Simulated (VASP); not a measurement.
# Cu (I4mm) in VASP: single point with PBEsol

Aim: the single point of Cu with PBEsol.

Program: VASP 6.6.1. These are calculated values, not measurements. Logs are shortened: lines on timing, memory, paths and dates and some standing lists are left out, and cuts for length are marked.

**1. The cell of the first run**

The structure is tetragonal, space group I4mm (No. 107). Conventional cell: a = 5.112 Å, b = 5.112 Å, c = 7.230 Å, α = 90.00°, β = 90.00°, γ = 90.00°. Cu (site symmetry 4mm) has 12 Cu at 2.47 to 2.64 Å within 3.3 Å. Within 3.3 Å of Cu (site symmetry m) lie 12 Cu at 2.47 to 2.64 Å. Cu (site symmetry 2mm) has 12 Cu at 2.56 Å within 3.4 Å. Within 3.4 Å of Cu (site symmetry 4mm) lie 12 Cu at 2.56 Å.

**2. Single point, PBEsol (atom 1 (Cu) moved -0.120 Å towards its neighbour atom 8 (Cu) at 3.615 Å)**

INCAR

```
  ALGO = Fast
  EDIFF = 1E-6
  ENCUT = 520
  GGA = PS
  ISIF = 2
  ISMEAR = 0
  LASPH = T
  LCHARG = F
  LREAL = F
  LWAVE = F
  NBANDS = 54
  NELM = 80
  PREC = Accurate
  SIGMA = 0.15
```

KPOINTS

```
k-points
0
Gamma
  12 12 12
```

POSCAR

```
Cu
1.0
    3.6150000000      0.0000000000      3.6150000000
    0.0000000000     -3.6150000000      3.6150000000
    3.6150000000     -3.6150000000      0.0000000000
Cu
8
Direct
    0.0165975104      0.0165975104      0.4834024896
    0.0000000000      0.5000000000      0.5000000000
    0.5000000000      0.0000000000      0.5000000000
    0.5000000000      0.5000000000      0.5000000000
    0.0000000000      0.0000000000      0.0000000000
    0.0000000000      0.5000000000      0.0000000000
    0.5000000000      0.0000000000      0.0000000000
    0.5000000000      0.5000000000      0.0000000000
```

Potentials or basis: VASP PAW PBE potentials, release 64 (Cu).

Launch:

```sh
$ cat potpaw_PBE.64/Cu/POTCAR > POTCAR
$ mpirun -np 1 vasp_std > vasp.out
```

OUTCAR:

```text
EDIFF = 1E-6
   ENCUT = 520
   GGA = PS
   ISIF = 2
   ISMEAR = 0
   LASPH = T
   LREAL = F
   NELM = 80
   PREC = Accurate

 ion  position               nearest neighbor table
   1  0.017  0.017  0.483-   2 2.47   3 2.47   6 2.47   7 2.47   5 2.56   5 2.56   4 2.56   4 2.56
                             6 2.64   7 2.64   3 2.64   2 2.64
   2  0.000  0.500  0.500-   1 2.47   4 2.56   6 2.56   5 2.56   6 2.56   8 2.56   3 2.56   5 2.56
                             3 2.56   4 2.56   8 2.56   1 2.64
   3  0.500  0.000  0.500-   1 2.47   4 2.56   7 2.56   5 2.56   7 2.56   8 2.56   2 2.56   4 2.56
                             8 2.56   2 2.56   5 2.56   1 2.64
   4  0.500  0.500  0.500-   2 2.56   3 2.56   8 2.56   6 2.56   7 2.56   8 2.56   3 2.56   7 2.56
                             2 2.56   6 2.56   1 2.56   1 2.56
   5  0.000  0.000  0.000-   6 2.56   7 2.56   2 2.56   3 2.56   2 2.56   6 2.56   8 2.56   3 2.56
                             7 2.56   8 2.56   1 2.56   1 2.56
   6  0.000  0.500  0.000-   1 2.47   2 2.56   5 2.56   8 2.56   2 2.56   4 2.56   5 2.56   7 2.56
                             4 2.56   7 2.56   8 2.56   1 2.64
   7  0.500  0.000  0.000-   1 2.47   3 2.56   5 2.56   8 2.56   3 2.56   4 2.56   4 2.56   6 2.56
                             8 2.56   5 2.56   6 2.56   1 2.64
   8  0.500  0.500  0.000-   4 2.56   6 2.56   7 2.56   2 2.56   3 2.56   4 2.56   3 2.56   5 2.56
                             7 2.56   2 2.56   5 2.56   6 2.56

  LATTYP: Found a face centered cubic cell.
 ALAT       =     7.2300000000

  Lattice vectors:

 A1 = (   3.6150000000,   0.0000000000,   3.6150000000)
 A2 = (   0.0000000000,  -3.6150000000,   3.6150000000)
 A3 = (   3.6150000000,  -3.6150000000,   0.0000000000)

Analysis of symmetry for initial positions (statically):
=====================================================================
 Subroutine PRICEL returns:
 Original cell was already a primitive cell.

 Routine SETGRP: Setting up the symmetry group for a
 face centered cubic supercell.

 Subroutine GETGRP returns: Found  8 space group operations
 (whereof  4 operations were pure point group operations)
 out of a pool of 48 trial point group operations.

The static configuration has the point symmetry C_2v.
 The point group associated with its full space group is C_4v.

Analysis of symmetry for dynamics (positions and initial velocities):
=====================================================================
 Subroutine PRICEL returns:
 Original cell was already a primitive cell.

 Routine SETGRP: Setting up the symmetry group for a
 face centered cubic supercell.

 Subroutine GETGRP returns: Found  8 space group operations
 (whereof  4 operations were pure point group operations)
 out of a pool of 48 trial point group operations.

The dynamic configuration has the point symmetry C_2v.
 The point group associated with its full space group is C_4v.

 Subroutine INISYM returns: Found  8 space group operations
 (whereof  4 operations are pure point group operations),
 and found     1 'primitive' translations

----------------------------------------------------------------------------------------

                                     Primitive cell

  volume of cell :      94.4833

  direct lattice vectors                    reciprocal lattice vectors
     3.615000000  0.000000000  3.615000000     0.138312586  0.138312586  0.138312586
     0.000000000 -3.615000000  3.615000000    -0.138312586 -0.138312586  0.138312586
     3.615000000 -3.615000000  0.000000000     0.138312586 -0.138312586 -0.138312586

  length of vectors
     5.112382028  5.112382028  5.112382028     0.239564427  0.239564427  0.239564427

  position of ions in fractional coordinates (direct lattice)
     0.016597510  0.016597510  0.483402490
     0.000000000  0.500000000  0.500000000
     0.500000000  0.000000000  0.500000000
     0.500000000  0.500000000  0.500000000
     0.000000000  0.000000000  0.000000000
     0.000000000  0.500000000  0.000000000
     0.500000000  0.000000000  0.000000000
     0.500000000  0.500000000  0.000000000

  ion indices of the primitive-cell ions
   primitive index   ion index
                 1           1
                 2           2
                 3           3
                 4           4
                 5           5
                 6           6
                 7           7
                 8           8

----------------------------------------------------------------------------------------

 KPOINTS: k-points

Automatic generation of k-mesh.
 Grid dimensions read from file:
 generate k-points for:   12   12   12

 Generating k-lattice:

  Cartesian coordinates                     Fractional coordinates (reciprocal lattice)
     0.011526049  0.011526049  0.011526049     0.083333333  0.000000000  0.000000000
    -0.011526049 -0.011526049  0.011526049     0.000000000  0.083333333  0.000000000
     0.011526049 -0.011526049 -0.011526049     0.000000000  0.000000000  0.083333333

  Length of vectors
     0.019963702  0.019963702  0.019963702

  Shift w.r.t. Gamma in fractional coordinates (k-lattice)
     0.000000000  0.000000000  0.000000000

 Subroutine IBZKPT returns following result:
 ===========================================

 Found    163 irreducible k-points:

 Following reciprocal coordinates:
            Coordinates               Weight
  0.000000  0.000000  0.000000      1.000000
  0.083333  0.000000  0.000000      8.000000
  0.166667  0.000000  0.000000      8.000000
  0.250000  0.000000  0.000000      8.000000
  0.333333  0.000000  0.000000      8.000000
  0.416667  0.000000  0.000000      8.000000
[... 16 lines left out ...]
  0.000000 -0.333333  0.083333     16.000000
 -0.250000  0.083333  0.000000      8.000000
 [... further k-points ...]
   k-points           NKPTS =    163   k-points in BZ     NKDIM =    163   number of bands    NBANDS=     54
   number of dos      NEDOS =    301   number of ions     NIONS =      8
   total plane-waves  NPLWV =  64000
   dimension x,y,z NGX =    40 NGY =   40 NGZ =   40
   dimension x,y,z NGXF=    80 NGYF=   80 NGZF=   80
   ions per type =               8
   NGX,Y,Z   is equivalent  to a cutoff of  13.01, 13.01, 13.01 a.u.
   NGXF,Y,Z  is equivalent  to a cutoff of  26.01, 26.01, 26.01 a.u.
 SYSTEM =  unknown system
   PREC   = accura    normal or accurate (medium, high low for compatibility)
   ISTART =      0    job   : 0-new  1-cont  2-samecut
   ICHARG =      2    charge: 1-file 2-atom 10-const
   ISPIN  =      1    spin polarized calculation?
   LNONCOLLINEAR =      F non collinear calculations
   LSORBIT =      F    spin-orbit coupling
   LASPH  =      T    aspherical Exc in radial PAW
   ENCUT  =  520.0 eV  38.22 Ry    6.18 a.u.   9.51  9.51  9.51*2*pi/ulx,y,z
   NELM   =     80;   NELMIN=  2; NELMDL= -5     # of ELM steps
   EDIFF  = 0.1E-05   stopping-criterion for ELM
   LREAL  =      F    real-space projection
   EDIFFG = 0.1E-04   stopping-criterion for IOM
   NSW    =      0    number of steps for IOM
   IBRION =     -1    ionic relax: 0-MD 1-quasi-New 2-CG
   NFREE  =      0    steps in history (QN), initial steepest desc. (CG)
   ISIF   =      2    stress and relaxation
   ISYM   =      2    0-nonsym 1-usesym 2-fastsym
   POTIM  = 0.5000    time-step for ionic-motion
   TEBEG  =    0.0;   TEEND  =   0.0 temperature during run
   PSTRESS=    0.0 pullay stress
   NELECT =      88.0000    total number of electrons
   NUPDOWN=      -1.0000    fix difference up-down
   EMIN   =  10.00;   EMAX   =-10.00  energy-range for DOS
   EFERMI =   0.00;   METHOD = LEGACY
   ISMEAR =     0;   SIGMA  =   0.15  broadening in eV -4-tet -1-fermi 0-gaus
   EFERMI_NEDOS =   21; number of points for ismear=-14 and -15
   IALGO  =     68    algorithm
   IMIX   =      4    mixing-type and parameters
     AMIX     =   0.40;   BMIX     =  1.00
     AMIX_MAG =   1.60;   BMIX_MAG =  1.00
  volume/ion in A,a.u.               =      11.81        79.70
  Fermi-wavevector in a.u.,A,eV,Ry     =   1.598763  3.021224 34.777078  2.556043
  Thomas-Fermi vector in A             =   2.696162
   LORBIT       =      0    0 simple, 1 ext, 2 COOP (PROOUT), +10 PAW based schemes
   GGA     = PS    functional components
   LHFCALC =     F    Hartree Fock is set to
   AEXX    =    0.0000 exact exchange contribution
   IVDW    =     0    specifies the selected vdW correction
   LEPSILON=     F    determine dielectric tensor
   LRPA    =     F    only Hartree local field effects (RPA)
 non-spin polarized calculation
 RMM-DIIS sequential band-by-band and
 Gauss-broadening in eV      SIGMA  =   0.15
  energy-cutoff  :      520.00
  volume of cell :       94.48
 maximum number of plane-waves:      2637
 NGX is ok and might be reduce to    40
   NGX = 19   NGY = 19   NGZ = 19

 number of electron      88.0000007 magnetization

 Free energy of the ion-electron system (eV)
  ---------------------------------------------------
  ext. energy  EPLUGINS =         0.00000000
  ---------------------------------------------------
  free energy    TOTEN  =       -34.37621831 eV

  energy without entropy =      -34.35425559  energy(sigma->0) =      -34.36523695

 E-fermi :   7.4028     XC(G=0): -12.9062

 val. band max:        7.3967868133   @ k =   0.3333   0.0833   0.0000
 cond. band min:       7.4034902288   @ k =   0.0000   0.3333   0.0833
 fundamental gap:      0.0067034155
 Fermi energy:         7.4028333426

 k-point     1 :       0.0000    0.0000    0.0000
  band No.  band energies     occupation
      1      -1.9894      2.00000
      2       2.3053      2.00000
      3       2.3055      2.00000
      4       2.3055      2.00000
      5       2.3096      2.00000
      6       2.5051      2.00000
[... 46 lines left out ...]
     53      14.4688      0.00000
     54      14.4975      0.00000
[... 1309 lines left out ...]
     53      15.4595      0.00000
     54      16.0837      0.00000

 [... further k-points ...]

------------------------ aborting loop because EDIFF is reached ----------------------------------------

  FORCE on cell =-STRESS in cart. coord.  units (eV):
  Direction    XX          YY          ZZ          XY          YZ          ZX
  --------------------------------------------------------------------------------------
  -------------------------------------------------------------------------------------
  Total       -3.1846044     -3.1846044     -3.1830731      0.0000000      0.0000000      0.0000000
  in kB      -54.0021645    -54.0021645    -53.9761988      0.0000000      0.0000000      0.0000000
  external PRESSURE =     -53.9935093 kB  Pullay stress =       0.0000000 kB

 VOLUME and BASIS-vectors are now :
 -----------------------------------------------------------------------------
  energy-cutoff  :      520.00
  volume of cell :       94.48
      direct lattice vectors                 reciprocal lattice vectors
     3.615000000  0.000000000  3.615000000     0.138312586  0.138312586  0.138312586
     0.000000000 -3.615000000  3.615000000    -0.138312586 -0.138312586  0.138312586
     3.615000000 -3.615000000  0.000000000     0.138312586 -0.138312586 -0.138312586

 POSITION                                       TOTAL-FORCE (eV/Angst)
 -----------------------------------------------------------------------------------
      1.80750     -1.80750      0.12000         0.000000     -0.000000     -0.779810
      1.80750     -3.61500      1.80750         0.000000     -0.209778      0.194044
      3.61500     -1.80750      1.80750         0.209778     -0.000000      0.194044
      3.61500     -3.61500      3.61500         0.000000     -0.000000      0.003666
      0.00000      0.00000      0.00000         0.000000     -0.000000      0.003666
      0.00000     -1.80750      1.80750        -0.209778     -0.000000      0.194044
      1.80750      0.00000      1.80750         0.000000      0.209778      0.194044
      1.80750     -1.80750      3.61500         0.000000     -0.000000     -0.003696
 -----------------------------------------------------------------------------------
    total drift:                               -0.000003      0.000003     -0.000224

  FREE ENERGIE OF THE ION-ELECTRON SYSTEM (eV)
  ---------------------------------------------------
  free  energy   TOTEN  =       -34.3762183057 eV

  energy  without entropy=      -34.3542555920  energy(sigma->0) =      -34.36523695
```

Run time: 17 min. Hardware: 1 thread of Intel Xeon 6975P-C, shared host; peak memory 0.65 GiB.

Results:

| Quantity | Value |
| --- | --- |
| Free energy | -34.3762 eV |
| Pressure | -5.4 GPa |
| Largest force | 0.780 eV/Å |
| Band gap on the k mesh | zero (band 44 reaches 8.29 eV, above the bottom of band 45 at 6.39 eV) |

Forces on the atoms (eV/Å):
```
Cu   0.000  0.000 -0.780
Cu   0.000 -0.210  0.194
Cu   0.210  0.000  0.194
Cu   0.000  0.000  0.004
Cu   0.000  0.000  0.004
Cu  -0.210  0.000  0.194
Cu   0.000  0.210  0.194
Cu   0.000  0.000 -0.004
```

Levels at points of the mesh, in eV from the Fermi level:
```tsv
k point	band 40	band 41	band 42	band 43	band 44	band 45	band 46	band 47	band 48	band 49
(0.00, 0.00, 0.00)	-1.49	-1.49	-1.04	-1.02	-1.02	-1.02	1.45	1.45	1.49	3.73
(0.50, 0.00, 0.00)	-1.59	-1.58	-1.58	0.84	0.89	0.90	0.93	0.95	1.00	6.57
(0.50, 0.50, 0.00)	-1.88	-1.49	-1.49	-0.32	-0.32	-0.32	-0.32	6.06	6.06	6.27
(0.00, 0.50, 0.50)	-1.92	-1.49	-1.49	-0.37	-0.32	-0.31	-0.26	6.14	6.17	6.17
```

Caveat: the cell differs from its parent crystal (atom 1 (Cu) moved -0.120 Å towards its neighbour atom 8 (Cu) at 3.615 Å); the PAW data sets were made with another functional, which shifts forces and pressure a little.
